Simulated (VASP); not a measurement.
## CaMg4Cl10: single point with PBE

CaMg4Cl10:

```
Ca Cl Mg
1.0
     7.29143   -0.09876   -0.17947
    -0.09876    7.27850   -0.16194
    -0.17947   -0.16194    7.54673
Ca Cl Mg
1 10 4
Direct
  0.38176 0.57700 0.63636
  0.79469 0.23696 0.13456
  0.98926 0.61579 0.89636
  0.77066 0.85431 0.31367
  0.61015 0.41681 0.46068
  0.22569 0.06847 0.11984
  0.98025 0.09392 0.60876
  0.34686 0.39245 0.88432
  0.50661 0.85396 0.93681
  0.14934 0.56424 0.35760
  0.41306 0.93125 0.53598
  0.65990 0.13276 0.40984
  0.12632 0.91966 0.33990
  0.74461 0.66745 0.03502
  0.04879 0.21662 0.90794
```

```json
{
  "Program": "VASP 6.6.1",
  "Task": "single point",
  "Functional": "PBE",
  "Potentials or basis": "VASP PAW PBE potentials, release 64 (Ca_sv, Cl, Mg)",
  "Cutoff": "520 eV",
  "k mesh": "1 × 1 × 1",
  "Occupations": "fermi-dirac, width 0.0991 eV",
  "Spin": "no spin polarisation"
}
```

```yaml
Pressure: 3.5 GPa
Largest_force: 2.260 eV/Å
```

Forces on the atoms (eV/Å):
```
Ca  -0.652  1.886 -0.578
Cl   0.294  0.700 -1.164
Cl   0.579 -0.335 -0.797
Cl   0.875 -1.410 -0.266
Cl   0.327  1.317  0.178
Cl   0.255  0.417 -0.478
Cl  -0.169  0.396  0.362
Cl  -0.083 -1.513  1.165
Cl   0.940 -1.253 -0.387
Cl  -0.201  0.764 -0.028
Cl  -0.194  0.791 -0.494
Mg   0.288 -1.502 -0.203
Mg  -0.538 -1.524  1.580
Mg  -1.594  0.454  0.839
Mg  -0.126  0.812  0.270
```

Stress tensor (GPa, compression positive):
```
 3.03 -1.50 -1.28
-1.50  3.54 -0.60
-1.28 -0.60  3.82
```

Levels at points of the mesh, in eV from the Fermi level:
```csv
k point,band 40,band 41,band 42,band 43,band 44,band 45,band 46,band 47,band 48,band 49
"(0.00, 0.00, 0.00)",-2.49,-2.36,-2.26,-2.11,-1.92,1.90,3.51,3.91,3.99,4.20
```

Wall time 48 s on 1 thread of Intel(R) Xeon(R) Platinum 8259CL CPU @ 2.50GHz (Skylake/Cascade Lake), with other jobs on the host, peak memory 0.36 GiB.

Caveat: the k points lie up to 0.86 Å⁻¹ apart, too coarse for converged energies, forces and pressures; the atoms stand as in a frame of molecular dynamics.
